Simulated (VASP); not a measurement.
Here is a VASP 6.6.1 calculation.

INCAR

```
PREC = Accurate
ENCUT = 520
EDIFF = 1E-7
ISMEAR = 0
SIGMA = 0.02
LREAL = False
LASPH = True
NELM = 100
ALGO = Normal
ISIF = 2
LWAVE = False
LCHARG = False
GGA = PS
NBANDS = 20
```

File KPOINTS:

```
regular mesh
0
Gamma
  12 12 6
```

The input POSCAR:

```
SnSe2
1.0
    3.8237569619      0.0000000000      0.0000000000
   -1.9118784809      3.3114706669      0.0000000000
    0.0000000000      0.0000000000      6.5017182495
Sn Se
1 2
Direct
    0.0000000000      0.0000000000      0.0000000000
    0.3333333333      0.6666666667      0.2439736523
    0.6666666667      0.3333333333      0.7560263477
```

Potentials or basis: VASP PAW PBE potentials, release 64 (Sn_d, Se).

Command:

```bash
$ cat potpaw_PBE.64/Sn_d/POTCAR potpaw_PBE.64/Se/POTCAR > POTCAR
$ mpirun -np 1 vasp_std > vasp.out
```

Q: Predict the pressure.

A: -0.5 GPa.

Q: Estimate the largest force.

A: 0.018 eV/Å.

Forces in eV/Å, atoms in the order of the input:
```
Sn   0.000  0.000  0.000
Se   0.000  0.000  0.018
Se   0.000  0.000 -0.018
```

Caveat: the PAW data sets were made with another functional, which shifts forces and pressure a little; this functional lacks dispersion, which binds the layers, so the pressure and a relaxed spacing across them are unreliable.
